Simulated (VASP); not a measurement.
# Cs (Im-3m) in VASP: further runs

Cs is run at these levels: PBEsol, PBEsol+D4; tasks: single point.

Everything below comes from runs of VASP 6.6.1. Logs are shortened: lines on timing, memory, paths and dates and some standing lists are left out, and cuts for length are marked.

### Step 1. The cell of the first run

Symmetry: Im-3m, No. 229, cubic system. The conventional cell has a = 6.045 Å, b = 6.045 Å, c = 6.045 Å, α = 90.00°, β = 90.00°, γ = 90.00°.

### Step 2. Single point, PBEsol

INCAR reads:

```
  PREC = Accurate
  ENCUT = 520
  EDIFF = 1E-7
  ISMEAR = -1
  SIGMA = 0.05
  LREAL = False
  LASPH = True
  NELM = 100
  ALGO = Normal
  ISIF = 2
  LWAVE = False
  LCHARG = False
  GGA = PS
  NBANDS = 10
```

KPOINTS reads:

```
regular mesh
0
Gamma
  9 9 9
```

POSCAR reads:

```
Cs
1.0
   -3.0224975320      3.0224975320      3.0224975320
    3.0224975320     -3.0224975320      3.0224975320
    3.0224975320      3.0224975320     -3.0224975320
Cs
1
Direct
    0.0000000000      0.0000000000      0.0000000000
```

Potentials or basis: VASP PAW PBE potentials, release 64 (Cs_sv).

The run is started by

```sh
> cat potpaw_PBE.64/Cs_sv/POTCAR > POTCAR
> mpirun -np 1 vasp_std > vasp.out
```

OUTCAR:

```text
PREC = Accurate
   ENCUT = 520
   EDIFF = 1E-7
   ISMEAR = -1
   LREAL = False
   LASPH = True
   NELM = 100
   ISIF = 2
   GGA = PS

 ion  position               nearest neighbor table
   1  0.000  0.000  0.000-

  LATTYP: Found a body centered cubic cell.
 ALAT       =     6.0449950640

  Lattice vectors:

 A1 = (  -3.0224975320,   3.0224975320,   3.0224975320)
 A2 = (   3.0224975320,  -3.0224975320,   3.0224975320)
 A3 = (   3.0224975320,   3.0224975320,  -3.0224975320)

Analysis of symmetry for initial positions (statically):
=====================================================================
 Subroutine PRICEL returns:
 Original cell was already a primitive cell.

 Routine SETGRP: Setting up the symmetry group for a
 body centered cubic supercell.

 Subroutine GETGRP returns: Found 48 space group operations
 (whereof 48 operations were pure point group operations)
 out of a pool of 48 trial point group operations.

The static configuration has the point symmetry O_h .

Analysis of symmetry for dynamics (positions and initial velocities):
=====================================================================
 Subroutine PRICEL returns:
 Original cell was already a primitive cell.

 Routine SETGRP: Setting up the symmetry group for a
 body centered cubic supercell.

 Subroutine GETGRP returns: Found 48 space group operations
 (whereof 48 operations were pure point group operations)
 out of a pool of 48 trial point group operations.

The dynamic configuration has the point symmetry O_h .

 Subroutine INISYM returns: Found 48 space group operations
 (whereof 48 operations are pure point group operations),
 and found     1 'primitive' translations

----------------------------------------------------------------------------------------

                                     Primitive cell

  volume of cell :     110.4480

  direct lattice vectors                    reciprocal lattice vectors
    -3.022497532  3.022497532  3.022497532     0.000000000  0.165426107  0.165426107
     3.022497532 -3.022497532  3.022497532     0.165426107  0.000000000  0.165426107
     3.022497532  3.022497532 -3.022497532     0.165426107  0.165426107  0.000000000

  length of vectors
     5.235119291  5.235119291  5.235119291     0.233947844  0.233947844  0.233947844
[... 79 lines left out ...]
   EDIFF  = 0.1E-06   stopping-criterion for ELM
   LREAL  =      F    real-space projection
   EDIFFG = 0.1E-05   stopping-criterion for IOM
   NSW    =      0    number of steps for IOM
   IBRION =     -1    ionic relax: 0-MD 1-quasi-New 2-CG
   NFREE  =      0    steps in history (QN), initial steepest desc. (CG)
   ISIF   =      2    stress and relaxation
   ISYM   =      2    0-nonsym 1-usesym 2-fastsym
   POTIM  = 0.5000    time-step for ionic-motion
   TEBEG  =    0.0;   TEEND  =   0.0 temperature during run
   PSTRESS=    0.0 pullay stress
   NELECT =       9.0000    total number of electrons
   NUPDOWN=      -1.0000    fix difference up-down
   EMIN   =  10.00;   EMAX   =-10.00  energy-range for DOS
   EFERMI =   0.00;   METHOD = LEGACY
   ISMEAR =    -1;   SIGMA  =   0.05  broadening in eV -4-tet -1-fermi 0-gaus
   EFERMI_NEDOS =   21; number of points for ismear=-14 and -15
   IALGO  =     38    algorithm
   IMIX   =      4    mixing-type and parameters
     AMIX     =   0.40;   BMIX     =  1.00
     AMIX_MAG =   1.60;   BMIX_MAG =  1.00
  volume/ion in A,a.u.               =     110.45       745.34
  Fermi-wavevector in a.u.,A,eV,Ry     =   0.709746  1.341226  6.853793  0.503740
  Thomas-Fermi vector in A             =   1.796410
   LORBIT       =      0    0 simple, 1 ext, 2 COOP (PROOUT), +10 PAW based schemes
   GGA     = PS    functional components
   LHFCALC =     F    Hartree Fock is set to
   AEXX    =    0.0000 exact exchange contribution
   IVDW    =     0    specifies the selected vdW correction
   LEPSILON=     F    determine dielectric tensor
   LRPA    =     F    only Hartree local field effects (RPA)
 non-spin polarized calculation
  energy-cutoff  :      520.00
  volume of cell :      110.45
 maximum number of plane-waves:      3043
   NGX = 19   NGY = 19   NGZ = 19

 number of electron       8.9999998 magnetization

 Free energy of the ion-electron system (eV)
  ---------------------------------------------------
  ext. energy  EPLUGINS =         0.00000000
  ---------------------------------------------------
  free energy    TOTEN  =        -0.94876375 eV

  energy without entropy =       -0.93901331  energy(sigma->0) =       -0.94388853

 E-fermi :   0.4723     XC(G=0):  -5.5830

 val. band max:        0.4659900869   @ k =  -0.3333   0.4444   0.1111
 cond. band min:       0.5209002515   @ k =  -0.4444   0.4444   0.1111
 fundamental gap:      0.0549101645
 Fermi energy:         0.4722800086

 k-point     1 :       0.0000    0.0000    0.0000
  band No.  band energies     occupation
      1     -23.3507      2.00000
      2     -10.0634      2.00000
      3     -10.0634      2.00000
      4     -10.0634      2.00000
      5      -1.2523      2.00000
      6       2.9963      0.00000
      7       2.9963      0.00000
      8       2.9963      0.00000
      9       3.8986      0.00000
     10       3.8986      0.00000
[... 287 lines left out ...]
 k-point    24 :      -0.4444   -0.4444    0.1111
  band No.  band energies     occupation
      1     -23.3410      2.00000
      2     -10.2062      2.00000
      3     -10.1395      2.00000
      4     -10.0887      2.00000
      5       0.8693      0.00071
      6       1.3141      0.00000
      7       2.1008      0.00000
      8       3.1441      0.00000
      9       4.1602      0.00000
     10       4.9477      0.00000

 [... further k-points ...]

------------------------ aborting loop because EDIFF is reached ----------------------------------------

  FORCE on cell =-STRESS in cart. coord.  units (eV):
  Direction    XX          YY          ZZ          XY          YZ          ZX
  --------------------------------------------------------------------------------------
  -------------------------------------------------------------------------------------
  Total       -0.0291517     -0.0291517     -0.0291517      0.0000000      0.0000000      0.0000000
  in kB       -0.4228800     -0.4228800     -0.4228800      0.0000000      0.0000000      0.0000000
  external PRESSURE =      -0.4228800 kB  Pullay stress =       0.0000000 kB

 VOLUME and BASIS-vectors are now :
 -----------------------------------------------------------------------------
  energy-cutoff  :      520.00
  volume of cell :      110.45
      direct lattice vectors                 reciprocal lattice vectors
    -3.022497532  3.022497532  3.022497532     0.000000000  0.165426107  0.165426107
     3.022497532 -3.022497532  3.022497532     0.165426107  0.000000000  0.165426107
     3.022497532  3.022497532 -3.022497532     0.165426107  0.165426107  0.000000000

 POSITION                                       TOTAL-FORCE (eV/Angst)
 -----------------------------------------------------------------------------------
      0.00000      0.00000      0.00000        -0.000000     -0.000000     -0.000000
 -----------------------------------------------------------------------------------
    total drift:                               -0.000000      0.000000      0.000000

  FREE ENERGIE OF THE ION-ELECTRON SYSTEM (eV)
  ---------------------------------------------------
  free  energy   TOTEN  =        -0.9487637460 eV

  energy  without entropy=       -0.9390133092  energy(sigma->0) =       -0.94388853
```

stdout:

```text
POSCAR found type information on POSCAR Cs
 POSCAR found :  1 types and       1 ions
 scaLAPACK will be used
 -----------------------------------------------------------------------------
|                                                                             |
|                                                                             |
|     You enforced a specific xc type in the INCAR file but a different       |
|     I HOPE YOU KNOW WHAT YOU ARE DOING!                                     |
|                                                                             |
 -----------------------------------------------------------------------------

 LDA part: xc-table for (Slater+PW92), standard interpolation
 POSCAR, INCAR and KPOINTS ok, starting setup
 FFT: planning ... GRIDC
 FFT: planning ... GRID_SOFT
 FFT: planning ... GRID
 WAVECAR not read
 entering main loop
```

Wall time 19 s (1 thread of AMD EPYC 9R45 (Zen 5), shared host); peak memory 0.21 GiB.

Results:

| Quantity | Value |
| --- | --- |
| Free energy | -0.9488 eV |
| Pressure | 0.0 GPa |

Levels at points of the mesh, in eV from the Fermi level:
```
           k point  band 2  band 3  band 4  band 5  band 6  band 7  band 8  band 9
(0.00, 0.00, 0.00)  -10.54  -10.54  -10.54   -1.72    2.52    2.52    2.52    3.43
```

Caveat: the PAW data sets were made with another functional, which shifts forces and pressure a little; spin-orbit coupling is left out, which moves the levels of the heavy elements.

### Step 3. Single point, PBEsol

INCAR reads:

```
SYSTEM = Cs
PREC = Accurate
ENCUT = 520
EDIFF = 1E-6
ISMEAR = -1
SIGMA = 0.05
LREAL = .False.
LASPH = .True.
NELM = 100
ALGO = Normal
ISIF = 2
LWAVE = .False.
LCHARG = .False.
GGA = PS
NBANDS = 10
```

KPOINTS reads:

```
Automatic mesh
0
Gamma
  9 9 9
  0 0 0
```

POSCAR is that of step 2.

Potentials or basis: VASP PAW PBE potentials, release 64 (Cs_sv).

The run is started by

```sh
> cat potpaw_PBE.64/Cs_sv/POTCAR > POTCAR
> mpirun -np 1 vasp_std > vasp.out
```

Run time: 20 s. Hardware: 1 thread of AMD EPYC 9R45 (Zen 5), shared host; peak memory 0.2 GiB.

Results (log left out):

```yaml
Free_energy: -0.9488 eV
Pressure: 0.0 GPa
```

Levels at points of the mesh, in eV from the Fermi level:
| k point | band 1 | band 2 | band 3 | band 4 | band 5 | band 6 | band 7 | band 8 | band 9 | band 10 |
| --- | --- | --- | --- | --- | --- | --- | --- | --- | --- | --- |
| (0.00, 0.00, 0.00) | -23.82 | -10.54 | -10.54 | -10.54 | -1.72 | 2.52 | 2.52 | 2.52 | 3.43 | 3.43 |

Caveat: the PAW data sets were made with another functional, which shifts forces and pressure a little; spin-orbit coupling is left out, which moves the levels of the heavy elements.

### Step 4. Single point, PBEsol+D4

INCAR reads:

```
SYSTEM = Cs
PREC = Accurate ; ENCUT = 520
EDIFF = 1E-6 ; ISMEAR = -1
SIGMA = 0.05 ; LREAL = .FALSE.
LASPH = .TRUE. ; NELM = 60
ALGO = Normal ; ISIF = 2
LWAVE = .FALSE. ; LCHARG = .TRUE.
GGA = PS ; IVDW = 13
LELF = .TRUE. ; LVHAR = .TRUE.
NBANDS = 10
```

KPOINTS reads:

```
regular mesh
0
G
  9 9 9
  0 0 0
```

POSCAR is that of step 3.

The run is started by

```sh
> cat potpaw_PBE.64/Cs_sv/POTCAR > POTCAR
> mpirun -np 1 vasp_std > vasp.out
```

Run time: 24 s. Hardware: 1 thread of AMD EPYC 9R45 (Zen 5), shared host; peak memory 0.21 GiB.

Results (log left out):

| Quantity | Value |
| --- | --- |
| Free energy | -0.9865 eV |
| Pressure | -0.1 GPa |
| Dispersion energy per atom | -0.038 eV |

Levels at points of the mesh, in eV from the Fermi level:
| k point | band 1 | band 2 | band 3 | band 4 | band 5 | band 6 | band 7 | band 8 | band 9 | band 10 |
| --- | --- | --- | --- | --- | --- | --- | --- | --- | --- | --- |
| (0.00, 0.00, 0.00) | -23.82 | -10.54 | -10.54 | -10.54 | -1.72 | 2.52 | 2.52 | 2.52 | 3.43 | 3.43 |

Caveat: the PAW data sets were made with another functional, which shifts forces and pressure a little; spin-orbit coupling is left out, which moves the levels of the heavy elements; pairwise dispersion overbinds metals, which lowers pressure and volume.
